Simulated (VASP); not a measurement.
Input of a VASP 6.6.1 run:

The input POSCAR:

```
Na2CoF6
1.0
    0.0000000000      3.8096380000      3.8096380000
    3.8096380000      0.0000000000      3.8096380000
    3.8096380000      3.8096380000      0.0000000000
F Na Co
6 2 1
Direct
    0.8050000000      0.1950000000      0.1950000000
    0.1950000000      0.8050000000      0.1950000000
    0.1950000000      0.8050000000      0.8050000000
    0.8050000000      0.1950000000      0.8050000000
    0.1950000000      0.1950000000      0.8050000000
    0.8050000000      0.8050000000      0.1950000000
    0.2500000000      0.2500000000      0.2500000000
    0.7500000000      0.7500000000      0.7500000000
    0.0000000000      0.0000000000      0.0000000000
```

Contents of INCAR.step1:

```
SYSTEM = Na2CoF6
ALGO     = Normal         ! electronic algorithm
EDIFF    = 1E-4           ! SCF threshold, eV
ENCUT    = 520            ! plane-wave cutoff, eV
GGA      = PE             ! functional
ISMEAR   = 0              ! smearing method
LASPH    = .TRUE.         ! aspherical terms in the spheres
LCHARG   = .FALSE.        ! write CHGCAR
LREAL    = .FALSE.        ! projectors in reciprocal space
LWAVE    = .TRUE.         ! write WAVECAR
NBANDS   = 42             ! bands
NELM     = 60             ! most SCF steps
PREC     = Accurate       ! precision mode
SIGMA    = 0.0176         ! smearing width, eV
```

Contents of INCAR.step2:

```
SYSTEM = Na2CoF6
ALGO     = Normal         ! electronic algorithm
EDIFF    = 1E-6           ! SCF threshold, eV
ENCUT    = 520            ! plane-wave cutoff, eV
ISIF     = 2              ! what is computed and relaxed
ISMEAR   = 0              ! smearing method
ISTART   = 1            
LASPH    = .TRUE.         ! aspherical terms in the spheres
LCHARG   = .FALSE.        ! write CHGCAR
LMIXTAU  = .TRUE.       
LREAL    = .FALSE.        ! projectors in reciprocal space
LWAVE    = .FALSE.        ! write WAVECAR
METAGGA  = R2SCAN         ! meta-GGA
NBANDS   = 42             ! bands
NELM     = 60             ! most SCF steps
PREC     = Accurate       ! precision mode
SIGMA    = 0.0176         ! smearing width, eV
```

File KPOINTS:

```
k-points
0
G
  4 4 4
  0 0 0
```

Potentials or basis: VASP PAW PBE potentials, release 64 (F, Na_pv, Co).

Run with:

```console
$ cat potpaw_PBE.64/F/POTCAR potpaw_PBE.64/Na_pv/POTCAR potpaw_PBE.64/Co/POTCAR > POTCAR
$ cp INCAR.step1 INCAR
$ mpirun -np 1 vasp_std > vasp.out
$ cp INCAR.step2 INCAR
$ mpirun -np 1 vasp_std > vasp.out
```

(1) What does it give for the largest force?

(2) What does it give for the band gap on the k mesh?

Results:

(1) 18.313 eV/Å.

(2) zero (an odd number of electrons rules out a gap without spin polarisation).

Caveat: the PAW data sets were made with another functional, which shifts forces and pressure a little; an odd number of electrons without spin polarisation forces a metal; a magnetic or distorted state may lie lower; the run has no spin polarisation, though such a crystal can be magnetic; semilocal functionals often make such compounds metallic where correlation or magnetic order opens a gap, which also shifts bond lengths.
